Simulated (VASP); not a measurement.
Wanted: the native input for a VASP 6.6.1 run.

```yaml
Task: single point
Functional: PBE
Potentials_or_basis: VASP PAW PBE potentials, release 64 (Ge_d, F)
Cutoff: 520 eV
k_mesh: 6 × 6 × 12
Occupations: gaussian, width 0.1 eV
Spin: no spin polarisation
Dipole_correction: no
Further_INCAR_settings: ALGO = Normal; EDIFF = 1e-06; NBANDS = 34
```

The structure of GeF5 lies in POSCAR:

```
GeF5
1.0
    6.3819833977      0.0000000000      0.0000000000
   -3.1909916989      5.5269597490      0.0000000000
    0.0000000000      0.0000000000      2.9914704875
Ge F
1 5
Direct
    0.0000000000      0.0000000000      0.5000000000
    0.5000000000      0.0000000000      0.0000000000
    0.0000000000      0.5000000000      0.0000000000
    0.5000000000      0.5000000000      0.0000000000
    0.3333333333      0.6666666667      0.0000000000
    0.6666666667      0.3333333333      0.0000000000
```

The input as run:

INCAR

```
SYSTEM = GeF5
  PREC = Accurate
  ENCUT = 520
  EDIFF = 1E-6
  ISMEAR = 0
  SIGMA = 0.1
  LREAL = .False.
  LASPH = .True.
  NELM = 80
  ALGO = Normal
  ISIF = 2
  LWAVE = .False.
  LCHARG = .False.
  GGA = PE
  NBANDS = 34
```

KPOINTS

```
Automatic mesh
0
Gamma
  6 6 12
  0 0 0
```

Potentials or basis: VASP PAW PBE potentials, release 64 (Ge_d, F).

Launch:

```sh
$ cat potpaw_PBE.64/Ge_d/POTCAR potpaw_PBE.64/F/POTCAR > POTCAR
$ mpirun -np 1 vasp_std > vasp.out
```

It gave:

- Pressure: -0.3 GPa
- Band gap on the k mesh: zero (an odd number of electrons rules out a gap without spin polarisation)

Caveat: an odd number of electrons without spin polarisation forces a metal; a magnetic or distorted state may lie lower.

Wall time 2.7 min on 1 thread of Intel Xeon 8259CL (shared host), peak memory 0.3 GiB.
